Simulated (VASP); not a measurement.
Input of a VASP 6.6.1 run:

File INCAR:

```
SYSTEM = Li
PREC     = Accurate       ! precision mode
ENCUT    = 520            ! plane-wave cutoff, eV
EDIFF    = 1E-6           ! SCF threshold, eV
ISMEAR   = -1             ! smearing method
SIGMA    = 0.05           ! smearing width, eV
LREAL    = .FALSE.        ! projectors in reciprocal space
LASPH    = .TRUE.         ! aspherical terms in the spheres
NELM     = 100            ! most SCF steps
ALGO     = Normal         ! electronic algorithm
ISIF     = 2              ! what is computed and relaxed
LWAVE    = .FALSE.        ! write WAVECAR
LCHARG   = .FALSE.        ! write CHGCAR
GGA      = PE             ! functional
NBANDS   = 10             ! bands
```

Contents of KPOINTS:

```
regular mesh
0
G
  11 11 11
  0 0 0
```

The input POSCAR:

```
Li
1.0
    0.0000000000      2.4134679696      2.4134679696
    2.4134679696      0.0000000000      2.4134679696
    2.4134679696      2.4134679696      0.0000000000
Li
2
Direct
   -0.1250000000     -0.1250000000     -0.1250000000
    0.1250000000      0.1250000000      0.1250000000
```

Potentials or basis: VASP PAW PBE potentials, release 64 (Li_sv).

Command:

```sh
$ cat potpaw_PBE.64/Li_sv/POTCAR > POTCAR
$ mpirun -np 1 vasp_std > vasp.out
```

Question: Estimate the band gap on the k mesh.

Answer: 0.14 eV, direct.

 A k mesh can miss the band edges.
